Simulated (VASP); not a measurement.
Sr3Be: single point with PBE

The system is Sr3Be.

```
CELL_PARAMETERS angstrom
-2.66148 2.66148 5.55510
2.66148 -2.66148 5.55510
2.66148 2.66148 -5.55510
ATOMIC_POSITIONS crystal
Sr 0.50000 0.50000 0.00000
Sr 0.25000 0.75000 0.50000
Sr 0.75000 0.25000 0.50000
Be 0.00000 0.00000 0.00000
```

- Program: VASP 6.6.1
- Task: single point
- Functional: PBE
- Potentials or basis: VASP PAW PBE potentials, release 64 (Sr_sv, Be)
- Cutoff: 520 eV
- k mesh: 12 × 12 × 12
- Occupations: gaussian, width 0.1 eV
- Spin: no spin polarisation
- Dipole correction: no
- Further INCAR settings: ALGO = Fast; EDIFF = 1e-07; NBANDS = 24

* Pressure: 0.0 GPa
* Band gap on the k mesh: zero (bands 16 and 17 overlap by 0.56 eV)

Levels at points of the mesh, in eV from the Fermi level:
```
           k point  band 14  band 15  band 16  band 17  band 18  band 19
(0.00, 0.00, 0.00)    -0.99    -0.51     0.25     0.25     0.78     1.03
(0.50, 0.00, 0.00)    -2.21    -0.69    -0.01     0.19     0.39     1.17
(0.50, 0.50, 0.00)    -1.37    -0.70    -0.60    -0.11    -0.04     0.88
(0.50, 0.50, 0.50)    -2.61    -0.96     0.23     0.73     0.73     0.98
```

Wall time 45 min on 1 thread of Oxide Virtual Turin-like Processor, on a shared host, peak memory 0.7 GiB.
